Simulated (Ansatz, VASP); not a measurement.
One calculation of CuO, two programs

```
Cu O
1.0
     3.28802    0.00000    0.00000
    -1.64401    2.84751    0.00000
     0.00000    0.00000    5.38502
Cu O
2 2
Cartesian
  1.6440 0.9492 0.0000
  0.0000 1.8983 2.6925
  1.6440 0.9492 3.3667
  0.0000 1.8983 0.6742
```

Alike in both runs: task relaxation of cell and atoms; functional r2SCAN; k mesh 9 × 9 × 5; occupations fermi-dirac, width 0.05 eV; no spin polarisation.

```csv
,VASP,Ansatz
version,VASP 6.6.1,Ansatz 0.2.0
potentials or method,"VASP PAW PBE potentials, release 64 (Cu, O)",Ansatz PAW
plane-wave cutoff (eV),600,500
valence electrons in the cell,34,50
```

```csv
,VASP,Ansatz,Ansatz less VASP
"gap on the k mesh at the Fermi level, each at its own relaxed structure (eV)",none,none,-
relaxed volume (Å³/atom),11.11,11.08,-0.032
relaxed cell length with the largest relative difference (Å),3.098,3.094,-0.0040
```

VASP's potentials were made for PBE, not for r2SCAN. A gap of «none» marks a metal or a gap that the smearing closes. VASP's potentials hold 34 valence electrons a cell and Ansatz's 50, so a difference there can come from the potentials and not from the codes.

Noted on Ansatz's run: the plane-wave basis is chosen anew once the cell has moved, so the energies of steps on either side of that aren't comparable.
